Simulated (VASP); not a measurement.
# K (Im-3m) in VASP: notebook, part 2 of 2

VASP 6.6.1. The steps go on from the part before.

### 3 Relaxation of volume and atoms at fixed shape, LDA

This run uses another cell than the first one, of 71.32 Å³/atom, 1.101 times its volume.

Contents of INCAR:

```
PREC = Accurate ; ENCUT = 600
EDIFF = 1E-7 ; ISMEAR = 1
SIGMA = 0.1 ; LREAL = F
LASPH = T ; NELM = 60
ALGO = Normal ; ISIF = 8
LWAVE = F ; LCHARG = F
GGA = CA ; IBRION = 2
NSW = 80 ; EDIFFG = -0.01
```

Contents of KPOINTS:

```
Automatic mesh
0
Gamma
  6 6 6
```

Contents of POSCAR:

```
K
1.0
   -2.6125000000      2.6125000000      2.6125000000
    2.6125000000     -2.6125000000      2.6125000000
    2.6125000000      2.6125000000     -2.6125000000
K
1
Direct
    0.0000000000      0.0000000000      0.0000000000
```

Potentials or basis: VASP PAW LDA potentials, release 64 (K_sv).

The run is started by

```sh
cat potpaw_LDA.64/K_sv/POTCAR > POTCAR
mpirun -np 1 vasp_std > vasp.out
```

OUTCAR:

```text
PREC = Accurate
   ENCUT = 600
   EDIFF = 1E-7
   ISMEAR = 1
   LREAL = F
   LASPH = T
   NELM = 60
   ISIF = 8
   GGA = CA
   IBRION = 2
   NSW = 80
   EDIFFG = -0.01

 ion  position               nearest neighbor table
   1  0.000  0.000  0.000-

  LATTYP: Found a body centered cubic cell.
 ALAT       =     5.2250000000

  Lattice vectors:

 A1 = (  -2.6125000000,   2.6125000000,   2.6125000000)
 A2 = (   2.6125000000,  -2.6125000000,   2.6125000000)
 A3 = (   2.6125000000,   2.6125000000,  -2.6125000000)

Analysis of symmetry for initial positions (statically):
=====================================================================
 Subroutine PRICEL returns:
 Original cell was already a primitive cell.

 Routine SETGRP: Setting up the symmetry group for a
 body centered cubic supercell.

 Subroutine GETGRP returns: Found 48 space group operations
 (whereof 48 operations were pure point group operations)
 out of a pool of 48 trial point group operations.

The static configuration has the point symmetry O_h .

Analysis of symmetry for dynamics (positions and initial velocities):
=====================================================================
 Subroutine PRICEL returns:
 Original cell was already a primitive cell.

 Routine SETGRP: Setting up the symmetry group for a
 body centered cubic supercell.

 Subroutine GETGRP returns: Found 48 space group operations
 (whereof 48 operations were pure point group operations)
 out of a pool of 48 trial point group operations.

The dynamic configuration has the point symmetry O_h .

 Subroutine INISYM returns: Found 48 space group operations
 (whereof 48 operations are pure point group operations),
 and found     1 'primitive' translations

----------------------------------------------------------------------------------------

                                     Primitive cell

  volume of cell :      71.3229

  direct lattice vectors                    reciprocal lattice vectors
    -2.612500000  2.612500000  2.612500000     0.000000000  0.191387560  0.191387560
     2.612500000 -2.612500000  2.612500000     0.191387560  0.000000000  0.191387560
     2.612500000  2.612500000 -2.612500000     0.191387560  0.191387560  0.000000000

  length of vectors
     4.524982735  4.524982735  4.524982735     0.270662883  0.270662883  0.270662883

  position of ions in fractional coordinates (direct lattice)
     0.000000000  0.000000000  0.000000000

  ion indices of the primitive-cell ions
   primitive index   ion index
                 1           1

----------------------------------------------------------------------------------------

 KPOINTS: Automatic mesh

Automatic generation of k-mesh.
 Grid dimensions read from file:
 generate k-points for:    6    6    6

 Generating k-lattice:

  Cartesian coordinates                     Fractional coordinates (reciprocal lattice)
     0.000000000  0.031897927  0.031897927     0.166666667  0.000000000  0.000000000
     0.031897927  0.000000000  0.031897927     0.000000000  0.166666667  0.000000000
     0.031897927  0.031897927  0.000000000     0.000000000  0.000000000  0.166666667

  Length of vectors
     0.045110480  0.045110480  0.045110480

  Shift w.r.t. Gamma in fractional coordinates (k-lattice)
     0.000000000  0.000000000  0.000000000

 Subroutine IBZKPT returns following result:
 ===========================================

 Found     16 irreducible k-points:

 Following reciprocal coordinates:
            Coordinates               Weight
  0.000000  0.000000  0.000000      1.000000
  0.166667  0.000000  0.000000     12.000000
  0.333333  0.000000  0.000000     12.000000
  0.500000  0.000000  0.000000      6.000000
  0.166667  0.166667  0.000000     24.000000
  0.333333  0.166667  0.000000     48.000000
[... 8 lines left out ...]
  0.500000  0.500000  0.333333     12.000000
  0.500000  0.500000  0.500000      1.000000
   k-points           NKPTS =     16   k-points in BZ     NKDIM =     16   number of bands    NBANDS=      8
   number of dos      NEDOS =    301   number of ions     NIONS =      1
   total plane-waves  NPLWV =  46656
   dimension x,y,z NGX =    36 NGY =   36 NGZ =   36
   dimension x,y,z NGXF=    72 NGYF=   72 NGZF=   72
   ions per type =               1
   NGX,Y,Z   is equivalent  to a cutoff of  13.23, 13.23, 13.23 a.u.
   NGXF,Y,Z  is equivalent  to a cutoff of  26.45, 26.45, 26.45 a.u.
 SYSTEM =  unknown system
   PREC   = accura    normal or accurate (medium, high low for compatibility)
   ISTART =      0    job   : 0-new  1-cont  2-samecut
   ICHARG =      2    charge: 1-file 2-atom 10-const
   ISPIN  =      1    spin polarized calculation?
   LNONCOLLINEAR =      F non collinear calculations
   LSORBIT =      F    spin-orbit coupling
   LASPH  =      T    aspherical Exc in radial PAW
   ENCUT  =  600.0 eV  44.10 Ry    6.64 a.u.   9.04  9.04  9.04*2*pi/ulx,y,z
   NELM   =     60;   NELMIN=  2; NELMDL= -5     # of ELM steps
   EDIFF  = 0.1E-06   stopping-criterion for ELM
   LREAL  =      F    real-space projection
   EDIFFG = -.1E-01   stopping-criterion for IOM
   NSW    =     80    number of steps for IOM
   IBRION =      2    ionic relax: 0-MD 1-quasi-New 2-CG
   NFREE  =      1    steps in history (QN), initial steepest desc. (CG)
   ISIF   =      8    stress and relaxation
   ISYM   =      2    0-nonsym 1-usesym 2-fastsym
   POTIM  = 0.5000    time-step for ionic-motion
   TEBEG  =    0.0;   TEEND  =   0.0 temperature during run
   PSTRESS=    0.0 pullay stress
   NELECT =       9.0000    total number of electrons
   NUPDOWN=      -1.0000    fix difference up-down
   EMIN   =  10.00;   EMAX   =-10.00  energy-range for DOS
   EFERMI =   0.00;   METHOD = LEGACY
   ISMEAR =     1;   SIGMA  =   0.10  broadening in eV -4-tet -1-fermi 0-gaus
   EFERMI_NEDOS =   21; number of points for ismear=-14 and -15
   IALGO  =     38    algorithm
   IMIX   =      4    mixing-type and parameters
     AMIX     =   0.40;   BMIX     =  1.00
     AMIX_MAG =   1.60;   BMIX_MAG =  1.00
  volume/ion in A,a.u.               =      71.32       481.31
  Fermi-wavevector in a.u.,A,eV,Ry     =   0.821131  1.551714  9.173822  0.674257
  Thomas-Fermi vector in A             =   1.932236
   LORBIT       =      0    0 simple, 1 ext, 2 COOP (PROOUT), +10 PAW based schemes
   GGA     = CA    functional components
   LHFCALC =     F    Hartree Fock is set to
   AEXX    =    0.0000 exact exchange contribution
   IVDW    =     0    specifies the selected vdW correction
   LEPSILON=     F    determine dielectric tensor
   LRPA    =     F    only Hartree local field effects (RPA)
 conjugate gradient relaxation of ions
 non-spin polarized calculation
 Methfessel and Paxton  Order N= 1 SIGMA  =   0.10
  energy-cutoff  :      600.00
  volume of cell :       71.32
 maximum number of plane-waves:      2399
   NGX = 19   NGY = 19   NGZ = 19

--------------------------------------- Ionic step        1  -------------------------------------------

 number of electron       9.0000000 magnetization

 Free energy of the ion-electron system (eV)
  ---------------------------------------------------
  ext. energy  EPLUGINS =         0.00000000
  ---------------------------------------------------
  free energy    TOTEN  =        -1.13433305 eV

  energy without entropy =       -1.12818118  energy(sigma->0) =       -1.13228243

------------------------ aborting loop because EDIFF is reached ----------------------------------------

  FORCE on cell =-STRESS in cart. coord.  units (eV):
  Direction    XX          YY          ZZ          XY          YZ          ZX
  --------------------------------------------------------------------------------------
  -------------------------------------------------------------------------------------
  Total       -0.1625818     -0.1625818     -0.1625818     -0.0000000     -0.0000000      0.0000000
  in kB       -3.6521914     -3.6521914     -3.6521914     -0.0000000     -0.0000000      0.0000000
  external PRESSURE =      -3.6521914 kB  Pullay stress =       0.0000000 kB
[... 55 lines left out ...]
  energy  without entropy=       -1.1315865284  energy(sigma->0) =       -1.13568861

--------------------------------------- Ionic step        3  -------------------------------------------

 number of electron       9.0000001 magnetization

 E-fermi :  -0.0046     XC(G=0):  -6.1963

 val. band max:       -0.2850990906   @ k =   0.1667   0.1667   0.1667
 cond. band min:       0.0028186415   @ k =   0.3333   0.1667   0.0000
 fundamental gap:      0.2879177321
 Fermi energy:        -0.0045905890

 k-point     1 :       0.0000    0.0000    0.0000
  band No.  band energies     occupation
      1     -31.7780      2.00000
      2     -15.4469      2.00000
      3     -15.4469      2.00000
      4     -15.4469      2.00000
      5      -2.3774      2.00000
      6       4.2389      0.00000
      7       4.2389      0.00000
      8       4.2389      0.00000
[... 195 lines left out ...]
  energy  without entropy=       -1.1364125002  energy(sigma->0) =       -1.14051640

--------------------------------------- Ionic step        4  -------------------------------------------

 number of electron       9.0000001 magnetization

 Free energy of the ion-electron system (eV)
  ---------------------------------------------------
  ext. energy  EPLUGINS =         0.00000000
  ---------------------------------------------------
  free energy    TOTEN  =        -1.14260413 eV

  energy without entropy =       -1.13644807  energy(sigma->0) =       -1.14055211

 E-fermi :   0.0128     XC(G=0):  -6.2158

 val. band max:       -0.2683032383   @ k =   0.1667   0.1667   0.1667
 cond. band min:       0.0201987634   @ k =   0.3333   0.1667   0.0000
 fundamental gap:      0.2885020017
 Fermi energy:         0.0127896507

 k-point     1 :       0.0000    0.0000    0.0000
  band No.  band energies     occupation
      1     -31.7573      2.00000
      2     -15.4253      2.00000
      3     -15.4253      2.00000
      4     -15.4253      2.00000
      5      -2.3710      2.00000
      6       4.2622      0.00000
      7       4.2622      0.00000
      8       4.2622      0.00000
[... 191 lines left out ...]
  FREE ENERGIE OF THE ION-ELECTRON SYSTEM (eV)
  ---------------------------------------------------
  free  energy   TOTEN  =        -1.1426041272 eV

  energy  without entropy=       -1.1364480732  energy(sigma->0) =       -1.14055211

 reached required accuracy - stopping structural energy minimisation
```

It took 21 s on 1 thread of Intel Xeon Platinum 8259CL at 2.50GHz (Skylake/Cascade Lake), shared host; peak memory 0.18 GiB.

What came out:

```
Free energy                            : -1.1426 eV
Relaxed volume                         : 64.55 Å³/atom
Relaxed cell                           : a = 4.377 Å, b = 4.377 Å, c = 4.377 Å, α = 109.47°, β = 109.47°, γ = 109.47°
Space group after relaxing (to 0.05 Å) : Im-3m (No. 229)
Energy gained by relaxing              : 8.3 meV/atom
Ionic steps                            : 4
Pressure after relaxing                : 0.0 GPa
```

Step by step:
| step | energy change (eV) | largest force (eV/Å) | pressure (GPa) | volume (Å³) |
| --- | --- | --- | --- | --- |
| 1 | 0.0000 | 0.0000 | -0.37 | 71.32 |
| 2 | -0.0034 | 0.0000 | -0.29 | 69.66 |
| 3 | -0.0082 | 0.0000 | -0.03 | 65.01 |
| 4 | -0.0083 | 0.0000 | 0.00 | 64.55 |

Final structure:
```
K
1.0
    -2.52703    2.52703    2.52703
     2.52703   -2.52703    2.52703
     2.52703    2.52703   -2.52703
K
1
Direct
  0.00000 0.00000 0.00000
```
